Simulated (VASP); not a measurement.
Runs of VASP 6.6.1 on SbPb. The structure is that of space group I4/mmm (No. 139), or close to it. The cells are those of the table. 

```tsv
cell	further INCAR settings	gap on the mesh (eV)	pressure (GPa)
a = 4.412, b = 4.412, c = 4.232 Å, angles 61.3, 61.3, 57.3°, 2 atoms	ALGO = Fast; EDIFF = 1e-06; NBANDS = 16	none	2.4
a = 4.335, b = 4.335, c = 4.505 Å, angles 58.7, 58.7, 62.6°, 2 atoms	ALGO = Fast; EDIFF = 1e-06; NBANDS = 16	none	0.9
a = 4.311, b = 4.311, c = 4.425 Å, angles 59.1, 59.1, 61.7°, 2 atoms	ALGO = Fast; EDIFF = 1e-07; NBANDS = 16	none	(a)
a = 4.296, b = 4.296, c = 4.464 Å, angles 58.7, 58.7, 62.6°, 2 atoms	ALGO = Fast; EDIFF = 1e-07; NBANDS = 16	none	2.5
```

Alike in all rows: task single point; level LDA; potentials or basis VASP PAW LDA potentials, release 64 (Sb, Pb_d); no spin polarisation; k mesh 14 × 14 × 14; cutoff (eV) 520; smearing gaussian 0.15 eV.

Question: Fill in the values left out.

Answer: (a) 2.0.

Caveats: spin-orbit coupling is left out, which moves the levels of the heavy elements; an odd number of electrons without spin polarisation forces a metal; a magnetic or distorted state may lie lower; the stress differs along the axes, from -3 to 5 GPa (at least some runs); the stress differs along the axes, from -2 to 7 GPa (at least some runs); the stress differs along the axes, from -0 to 7 GPa (at least some runs); the stress differs along the axes, from -1 to 10 GPa (at least some runs).

A k mesh can miss the band edges, and the runs leave out spin-orbit coupling on Pb, Sb.

A gap of «none» marks levels without a gap at the run's occupations.
